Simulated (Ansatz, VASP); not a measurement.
**AlV3N4 in VASP and in Ansatz**

File INCAR:

```
PREC     = Accurate       # precision mode
ENCUT    = 520            # plane-wave cutoff, eV
EDIFF    = 1E-6           # SCF threshold, eV
ISMEAR   = 0              # smearing method
SIGMA    = 0.1            # smearing width, eV
LREAL    = F              # projectors in reciprocal space
LASPH    = T              # aspherical terms in the spheres
NELM     = 150            # most SCF steps
ALGO     = Normal         # electronic algorithm
ISIF     = 2              # what is computed and relaxed
LWAVE    = F              # write WAVECAR
LCHARG   = F              # write CHGCAR
ISPIN    = 2              # spin polarisation
MAGMOM   = 0 2 2 -2 0 0 0 0 # initial moments
LORBIT   = 11             # projections on sites
LMAXMIX  = 4              # l up to which the mixer works
GGA      = PE             # functional
NBANDS   = 45             # bands
```

The input KPOINTS:

```
Automatic mesh
0
Gamma
  6 6 2
```

The input POSCAR:

```
AlV3N4
1.0
    3.2640477900      0.0000000000      0.0000000000
    0.0000000000      3.2640477900      0.0000000000
    0.0000000000      0.0000000000      9.2321212900
Al V N
1 3 4
Direct
    0.5000000000      0.5000000000      0.0000000000
    0.0000000000      0.0000000000      0.7500000000
    0.0000000000      0.0000000000      0.2500000000
    0.5000000000      0.5000000000      0.5000000000
    0.0000000000      0.0000000000      0.0000000000
    0.5000000000      0.5000000000      0.2500000000
    0.0000000000      0.0000000000      0.5000000000
    0.5000000000      0.5000000000      0.7500000000
```

Input for Ansatz:

```yaml
crystal:
  lattice:
    - [3.26404779, 0.0, 0.0]
    - [0.0, 3.26404779, 0.0]
    - [0.0, 0.0, 9.23212129]
  atoms:
    - { symbol: Al, position: [0.5, 0.5, 0.0] }
    - { symbol: V, position: [0.0, 0.0, 0.75], spin: 2.0 }
    - { symbol: V, position: [0.0, 0.0, 0.25], spin: 2.0 }
    - { symbol: V, position: [0.5, 0.5, 0.5], spin: -2.0 }
    - { symbol: "N", position: [0.0, 0.0, 0.0] }
    - { symbol: "N", position: [0.5, 0.5, 0.25] }
    - { symbol: "N", position: [0.0, 0.0, 0.5] }
    - { symbol: "N", position: [0.5, 0.5, 0.75] }
basis:
  ecutwfc: 420
kpoints:
  mp_grid: { grid: [6, 6, 2] }
hamiltonian:
  xc: pbe
scf:
  occupations: { method: gaussian, width: 0.1 }
  lower_state_search: "off"
output:
  forces: true
  stress: true
  eigenvalues: true
  populations: true
magnetization:
  spin_polarized: true
```

Alike in both runs: task single point; functional PBE; k mesh 6 × 6 × 2; occupations gaussian, width 0.1 eV; collinear spin.

```csv
,VASP,Ansatz
version,VASP 6.6.1,Ansatz 0.2.0
potentials or method,"VASP PAW PBE potentials, release 64 (Al, V_sv, N), cutoff 520 eV","scalar-relativistic, plane waves, PAW"
valence electrons in the cell,62,62
```

|  | VASP | Ansatz | Ansatz less VASP |
| --- | --- | --- | --- |
| gap on the k mesh at the Fermi level (eV) | none | none | - |
| rms of the force components (eV/Å) | 0.232 | 0.231 | -0.0009 |
| net moment per atom (μB) | 0.24 | 0.24 | 0.000 |
| size of the moment on the site where the two differ most (μB) | 1.66 | 1.50 | -0.160 |

Site moments also hang on the region over which each program counts them. Atom by atom the forces differ by 0.003 eV/Å (rms over components). A gap of «none» marks a metal or a gap that the smearing closes.
